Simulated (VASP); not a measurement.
# SiO2 (P4_2/mnm) in VASP: notebook

SiO2 is run at these levels: RPBE; tasks: single point.

Program: VASP 6.6.1. These are calculated values, not measurements. Logs are shortened: lines on timing, memory, paths and dates and some standing lists are left out, and cuts for length are marked.

## 1. The cell of the first run

The structure is tetragonal, space group P4_2/mnm (No. 136). The conventional cell has a = 4.186 Å, b = 4.186 Å, c = 2.668 Å, α = 90.00°, β = 90.00°, γ = 90.00°. Within 2.3 Å of Si (site symmetry mmm) lie 6 O at 1.76 to 1.81 Å. Within 2.3 Å of O (site symmetry m2m) lie 3 Si at 1.76 to 1.81 Å and 1 O at 2.30 Å.

## 2. Single point, RPBE

The input, INCAR:

```
  ALGO = Normal
  EDIFF = 1E-7
  ENCUT = 520
  GGA = RP
  ISIF = 2
  ISMEAR = 0
  LASPH = True
  LCHARG = True
  LELF = True
  LREAL = False
  LVHAR = True
  LWAVE = False
  NBANDS = 25
  NELM = 60
  PREC = Accurate
  SIGMA = 0.1
```

The input, KPOINTS:

```
k-points
0
Gamma
  4 4 6
```

The input, POSCAR:

```
SiO2
1.0
    4.1865000000      0.0000000000      0.0000000000
    0.0000000000      4.1865000000      0.0000000000
    0.0000000000      0.0000000000      2.6684000000
Si O
2 4
Direct
    0.0000000000      0.0000000000      0.0000000000
    0.5000000000      0.5000000000      0.5000000000
    0.3059000000      0.3059000000      0.0000000000
    0.1941000000      0.8059000000      0.5000000000
    0.6941000000      0.6941000000      0.0000000000
    0.8059000000      0.1941000000      0.5000000000
```

Potentials or basis: VASP PAW PBE potentials, release 64 (Si, O).

On the command line:

```console
$ cat potpaw_PBE.64/Si/POTCAR potpaw_PBE.64/O/POTCAR > POTCAR
$ mpirun -np 1 vasp_std > vasp.out
```

OUTCAR:

```text
EDIFF = 1E-7
   ENCUT = 520
   GGA = RP
   ISIF = 2
   ISMEAR = 0
   LASPH = True
   LREAL = False
   NELM = 60
   PREC = Accurate

 ion  position               nearest neighbor table
   1  0.000  0.000  0.000-   4 1.76   6 1.76   4 1.76   6 1.76   5 1.81   3 1.81
   2  0.500  0.500  0.500-   3 1.76   5 1.76   3 1.76   5 1.76   4 1.81   6 1.81
   3  0.306  0.306  0.000-   2 1.76   2 1.76   1 1.81
   4  0.194  0.806  0.500-   1 1.76   1 1.76   2 1.81
   5  0.694  0.694  0.000-   2 1.76   2 1.76   1 1.81
   6  0.806  0.194  0.500-   1 1.76   1 1.76   2 1.81

  LATTYP: Found a simple tetragonal cell.
 ALAT       =     4.1865000000
 C/A-ratio  =     0.6373820614

  Lattice vectors:

 A1 = (   4.1865000000,   0.0000000000,   0.0000000000)
 A2 = (   0.0000000000,   4.1865000000,   0.0000000000)
 A3 = (   0.0000000000,   0.0000000000,   2.6684000000)

Analysis of symmetry for initial positions (statically):
=====================================================================
 Subroutine PRICEL returns:
 Original cell was already a primitive cell.

 Routine SETGRP: Setting up the symmetry group for a
 simple tetragonal supercell.

 Subroutine GETGRP returns: Found 16 space group operations
 (whereof  8 operations were pure point group operations)
 out of a pool of 16 trial point group operations.

The static configuration has the point symmetry D_2h.
 The point group associated with its full space group is D_4h.

Analysis of symmetry for dynamics (positions and initial velocities):
=====================================================================
 Subroutine PRICEL returns:
 Original cell was already a primitive cell.

 Routine SETGRP: Setting up the symmetry group for a
 simple tetragonal supercell.

 Subroutine GETGRP returns: Found 16 space group operations
 (whereof  8 operations were pure point group operations)
 out of a pool of 16 trial point group operations.

The dynamic configuration has the point symmetry D_2h.
 The point group associated with its full space group is D_4h.

 Subroutine INISYM returns: Found 16 space group operations
 (whereof  8 operations are pure point group operations),
 and found     1 'primitive' translations

----------------------------------------------------------------------------------------

                                     Primitive cell
[... 98 lines left out ...]
   EDIFF  = 0.1E-06   stopping-criterion for ELM
   LREAL  =      F    real-space projection
   EDIFFG = 0.1E-05   stopping-criterion for IOM
   NSW    =      0    number of steps for IOM
   IBRION =     -1    ionic relax: 0-MD 1-quasi-New 2-CG
   NFREE  =      0    steps in history (QN), initial steepest desc. (CG)
   ISIF   =      2    stress and relaxation
   ISYM   =      2    0-nonsym 1-usesym 2-fastsym
   POTIM  = 0.5000    time-step for ionic-motion
   TEBEG  =    0.0;   TEEND  =   0.0 temperature during run
   PSTRESS=    0.0 pullay stress
   NELECT =      32.0000    total number of electrons
   NUPDOWN=      -1.0000    fix difference up-down
   EMIN   =  10.00;   EMAX   =-10.00  energy-range for DOS
   EFERMI =   0.00;   METHOD = LEGACY
   ISMEAR =     0;   SIGMA  =   0.10  broadening in eV -4-tet -1-fermi 0-gaus
   EFERMI_NEDOS =   21; number of points for ismear=-14 and -15
   IALGO  =     38    algorithm
   IMIX   =      4    mixing-type and parameters
     AMIX     =   0.40;   BMIX     =  1.00
     AMIX_MAG =   1.60;   BMIX_MAG =  1.00
  volume/ion in A,a.u.               =       7.79        52.60
  Fermi-wavevector in a.u.,A,eV,Ry     =   1.442582  2.726084 28.314299  2.081042
  Thomas-Fermi vector in A             =   2.561086
   LORBIT       =      0    0 simple, 1 ext, 2 COOP (PROOUT), +10 PAW based schemes
   GGA     = RP    functional components
   LHFCALC =     F    Hartree Fock is set to
   AEXX    =    0.0000 exact exchange contribution
   IVDW    =     0    specifies the selected vdW correction
   LEPSILON=     F    determine dielectric tensor
   LRPA    =     F    only Hartree local field effects (RPA)
 non-spin polarized calculation
 Gauss-broadening in eV      SIGMA  =   0.10
  energy-cutoff  :      520.00
  volume of cell :       46.77
 maximum number of plane-waves:      1282
 NGX is ok and might be reduce to    32
   NGX = 15   NGY = 15   NGZ =  9

 number of electron      31.9999977 magnetization

 Free energy of the ion-electron system (eV)
  ---------------------------------------------------
  ext. energy  EPLUGINS =         0.00000000
  ---------------------------------------------------
  free energy    TOTEN  =       -43.77439453 eV

  energy without entropy =      -43.77439453  energy(sigma->0) =      -43.77439453

 E-fermi :   8.7667     XC(G=0): -12.0656

 val. band max:        8.2992448440   @ k =   0.0000   0.0000   0.0000
 cond. band min:      13.9073686334   @ k =   0.0000   0.0000   0.0000
 fundamental gap:      5.6081237894
 Fermi energy:         8.7667410046

 k-point     1 :       0.0000    0.0000    0.0000
  band No.  band energies     occupation
      1     -14.2828      2.00000
      2     -10.7149      2.00000
      3     -10.7149      2.00000
      4     -10.4783      2.00000
      5      -2.5499      2.00000
      6       1.9020      2.00000
[... 661 lines left out ...]
     24      22.3732      0.00000
     25      24.0553      0.00000

------------------------ aborting loop because EDIFF is reached ----------------------------------------

  FORCE on cell =-STRESS in cart. coord.  units (eV):
  Direction    XX          YY          ZZ          XY          YZ          ZX
  --------------------------------------------------------------------------------------
  -------------------------------------------------------------------------------------
  Total        4.0385424      4.0385424      4.5817631      0.0000000      0.0000000      0.0000000
  in kB      138.3509373    138.3509373    156.9603991      0.0000000      0.0000000      0.0000000
  external PRESSURE =     144.5540912 kB  Pullay stress =       0.0000000 kB

 VOLUME and BASIS-vectors are now :
 -----------------------------------------------------------------------------
  energy-cutoff  :      520.00
  volume of cell :       46.77
      direct lattice vectors                 reciprocal lattice vectors
     4.186500000  0.000000000  0.000000000     0.238863012  0.000000000  0.000000000
     0.000000000  4.186500000  0.000000000     0.000000000  0.238863012  0.000000000
     0.000000000  0.000000000  2.668400000     0.000000000  0.000000000  0.374756408

 POSITION                                       TOTAL-FORCE (eV/Angst)
 -----------------------------------------------------------------------------------
      0.00000      0.00000      0.00000        -0.000000     -0.000000      0.000000
      2.09325      2.09325      1.33420        -0.000000     -0.000000      0.000000
      1.28065      1.28065      0.00000        -0.062452     -0.062452      0.000000
      0.81260      3.37390      1.33420         0.062452     -0.062452      0.000000
      2.90585      2.90585      0.00000         0.062452      0.062452      0.000000
      3.37390      0.81260      1.33420        -0.062452      0.062452      0.000000
 -----------------------------------------------------------------------------------
    total drift:                                0.000000      0.000000     -0.000000

  FREE ENERGIE OF THE ION-ELECTRON SYSTEM (eV)
  ---------------------------------------------------
  free  energy   TOTEN  =       -43.7743945305 eV

  energy  without entropy=      -43.7743945305  energy(sigma->0) =      -43.77439453
```

Wall time 15 s (1 thread of AMD EPYC 9R45 (Zen 5), shared host); peak memory 0.13 GiB.

Results:

| Property | Result |
| --- | --- |
| Free energy | -43.7744 eV |
| Pressure | 14.5 GPa |
| Largest force | 0.088 eV/Å |
| Band gap on the k mesh | 5.61 eV |

Forces on the atoms (eV/Å):
```
Si   0.000  0.000  0.000
Si   0.000  0.000  0.000
O   -0.062 -0.062  0.000
O    0.062 -0.062  0.000
O    0.062  0.062  0.000
O   -0.062  0.062  0.000
```

Stress tensor (GPa, compression positive):
```
13.84  0.00  0.00
 0.00 13.84  0.00
 0.00  0.00 15.70
```

Caveat: the cell stands under pressure; the PAW data sets were made with another functional, which shifts forces and pressure a little. A hybrid or GW would open this gap; RPBE tends to underestimate it.

## 3. Single point, RPBE

This run uses another cell than the first one, of 8.21 Å³/atom.

The input, INCAR:

```
PREC     = Accurate       # precision mode
ENCUT    = 520            # plane-wave cutoff, eV
EDIFF    = 1E-6           # SCF threshold, eV
ISMEAR   = 0              # smearing method
SIGMA    = 0.1            # smearing width, eV
LREAL    = False          # projectors in reciprocal space
LASPH    = True           # aspherical terms in the spheres
NELM     = 80             # most SCF steps
ALGO     = Normal         # electronic algorithm
ISIF     = 2              # what is computed and relaxed
LWAVE    = False          # write WAVECAR
LCHARG   = False          # write CHGCAR
GGA      = RP             # functional
NBANDS   = 25             # bands
```

The input, KPOINTS:

```
Automatic mesh
0
Gamma
  6 6 8
```

The input, POSCAR:

```
SiO2
1.0
    4.2730027196      0.0000000000      0.0000000000
    0.0000000000      4.2730027196      0.0000000000
    0.0000000000      0.0000000000      2.6987897229
Si O
2 4
Direct
    0.0000000000      0.0000000000      0.0000000000
    0.5000000000      0.5000000000      0.5000000000
    0.3077663949      0.3077663949      0.0000000000
    0.1922336051      0.8077663949      0.5000000000
    0.6922336051      0.6922336051      0.0000000000
    0.8077663949      0.1922336051      0.5000000000
```

Potentials or basis: VASP PAW PBE potentials, release 64 (Si, O).

On the command line:

```console
$ cat potpaw_PBE.64/Si/POTCAR potpaw_PBE.64/O/POTCAR > POTCAR
$ mpirun -np 1 vasp_std > vasp.out
```

Wall time 26 s (1 thread of AMD EPYC 9R45 (Zen 5), shared host); peak memory 0.15 GiB.

The run converged. Its results:

- Free energy: -43.8805 eV
- Pressure: -0.4 GPa
- Largest force: 0.007 eV/Å
- Band gap on the k mesh: 4.81 eV

Forces on the atoms (eV/Å):
```
Si   0.000  0.000  0.000
Si   0.000  0.000  0.000
O   -0.005 -0.005  0.000
O    0.005 -0.005  0.000
O    0.005  0.005  0.000
O   -0.005  0.005  0.000
```

Stress tensor (GPa, compression positive):
```
-0.55  0.00  0.00
 0.00 -0.55  0.00
 0.00  0.00 -0.10
```

Levels at points of the mesh, in eV from the valence-band top:
```
           k point  band 14  band 15  band 16  band 17  band 18  band 19
(0.00, 0.00, 0.00)    -0.82    -0.82     0.00     4.81     6.69     8.31
(0.50, 0.00, 0.00)    -2.56    -1.03    -1.03     7.16     7.16     8.93
(0.50, 0.50, 0.00)    -2.41    -2.10    -2.10     6.90     6.90     9.76
(0.00, 0.00, 0.50)    -2.71    -2.49    -2.49     8.50     8.50    11.95
(0.50, 0.00, 0.50)    -2.16    -1.60    -1.60     8.34     8.34     9.27
(0.50, 0.50, 0.50)    -1.71    -1.41    -1.41     6.72     6.72    10.61
```

Caveat: the PAW data sets were made with another functional, which shifts forces and pressure a little.

## 4. Single point, RPBE

This run uses another cell than the first one, of 8.22 Å³/atom.

The input, INCAR:

```
SYSTEM = SiO2
PREC = Accurate ; ENCUT = 520
EDIFF = 1E-6 ; ISMEAR = 0
SIGMA = 0.02 ; LREAL = .False.
LASPH = .True. ; NELM = 80
ALGO = Normal ; ISIF = 2
LWAVE = .False. ; LCHARG = .True.
GGA = RP ; LELF = .True.
LVHAR = .True. ; NBANDS = 25
```

The input, KPOINTS:

```
Automatic mesh
0
Gamma
  6 6 8
  0 0 0
```

The input, POSCAR:

```
SiO2
1.0
    4.2734244954      0.0000000000      0.0000000000
    0.0000000000      4.2734244954      0.0000000000
    0.0000000000      0.0000000000      2.6990254228
Si O
2 4
Direct
    0.0000000000      0.0000000000      0.0000000000
    0.5000000000      0.5000000000      0.5000000000
    0.3077764674      0.3077764674      0.0000000000
    0.1922235326      0.8077764674      0.5000000000
    0.6922235326      0.6922235326      0.0000000000
    0.8077764674      0.1922235326      0.5000000000
```

On the command line:

```console
$ cat potpaw_PBE.64/Si/POTCAR potpaw_PBE.64/O/POTCAR > POTCAR
$ mpirun -np 1 vasp_std > vasp.out
```

It took 26 s on 1 thread of AMD EPYC 9R45 (Zen 5), shared host; peak memory 0.15 GiB.

It converged, with:

```
Free energy            : -43.8805 eV
Pressure               : -0.5 GPa
Largest force          : 0.007 eV/Å
Band gap on the k mesh : 4.81 eV
```

Forces on the atoms (eV/Å):
```
Si   0.000  0.000  0.000
Si   0.000  0.000  0.000
O   -0.005 -0.005  0.000
O    0.005 -0.005  0.000
O    0.005  0.005  0.000
O   -0.005  0.005  0.000
```

Stress tensor (GPa, compression positive):
```
-0.61  0.00  0.00
 0.00 -0.61  0.00
 0.00  0.00 -0.19
```

Levels at points of the mesh, in eV from the valence-band top:
```csv
k point,band 12,band 13,band 14,band 15,band 16,band 17,band 18,band 19,band 20,band 21
"(0.00, 0.00, 0.00)",-2.94,-2.47,-0.82,-0.82,0.00,4.81,6.69,8.31,8.31,11.29
"(0.50, 0.00, 0.00)",-3.56,-2.56,-2.56,-1.03,-1.03,7.16,7.16,8.92,8.92,10.66
"(0.50, 0.50, 0.00)",-3.04,-2.41,-2.41,-2.10,-2.10,6.89,6.89,9.76,9.76,12.44
"(0.00, 0.00, 0.50)",-4.33,-2.71,-2.71,-2.49,-2.49,8.50,8.50,11.95,11.95,12.30
"(0.50, 0.00, 0.50)",-3.66,-2.15,-2.15,-1.60,-1.60,8.34,8.34,9.26,9.26,12.15
"(0.50, 0.50, 0.50)",-4.22,-1.71,-1.71,-1.41,-1.41,6.72,6.72,10.61,10.61,11.62
```

Caveat: the PAW data sets were made with another functional, which shifts forces and pressure a little.

## 5. The runs side by side

```tsv
cell	k mesh	smearing	gap on the mesh (eV)	pressure (GPa)	largest force (eV/Å)
a = 4.186, b = 4.186, c = 2.668 Å, 6 atoms, atomic positions A	4 × 4 × 6	gaussian 0.1 eV	5.61	14.5	0.09
a = 4.273, b = 4.273, c = 2.699 Å, 6 atoms, atomic positions B	6 × 6 × 8	gaussian 0.1 eV	4.81	-0.4	0.01
a = 4.273, b = 4.273, c = 2.699 Å, 6 atoms, atomic positions B	6 × 6 × 8	gaussian 0.02 eV	4.81	-0.5	0.01
```

Alike in all rows: task single point; level RPBE; potentials or basis VASP PAW PBE potentials, release 64 (Si, O); no spin polarisation; cutoff (eV) 520.

Caveats: the PAW data sets were made with another functional, which shifts forces and pressure a little; the cell stands under pressure (at least some runs).

Absolute energies hang on the potentials; compare differences alone.
